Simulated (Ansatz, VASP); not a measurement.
# GeBiO4: VASP beside Ansatz

```
Ge Bi O
1.0
     3.64084    0.00000    0.00000
     0.00000    3.64084    0.00000
     0.00000    0.00000    5.29450
Ge Bi O
1 1 4
Cartesian
  1.8204 1.8204 2.6472
  0.0000 0.0000 0.0000
  1.8204 0.0000 3.8379
  0.0000 1.8204 1.4566
  1.8204 0.0000 1.4566
  0.0000 1.8204 3.8379
```

Change from the starting cell: species swapped into the NaErF4 type (P4/mmm, No. 123).

Alike in both runs: functional PBE; k mesh 6 × 6 × 4; occupations gaussian, width 0.1 eV; no spin polarisation.

Ansatz relaxed the structure, and its values are those at the end. VASP's run is a single point on that final structure, the one shown.

|  | VASP | Ansatz |
| --- | --- | --- |
| version | VASP 6.6.1 | Ansatz 0.2.0 |
| potentials or method | VASP PAW PBE potentials, release 64 (Ge_d, Bi_d, O), cutoff 520 eV | scalar-relativistic, plane waves, PAW |
| valence electrons in the cell | 53 | 53 |

Ansatz gave:

- gap on the k mesh at the Fermi level (eV): none
- pressure (GPa): 0.0
- rms of the force components (eV/Å): 0.003

Question: Estimate VASP's values.

Answer: gap on the k mesh at the Fermi level (eV): none; pressure (GPa): 0.3; rms of the force components (eV/Å): 0.004.

A gap of «none» marks a metal or a gap that the smearing closes.

Spin-orbit coupling is off throughout.
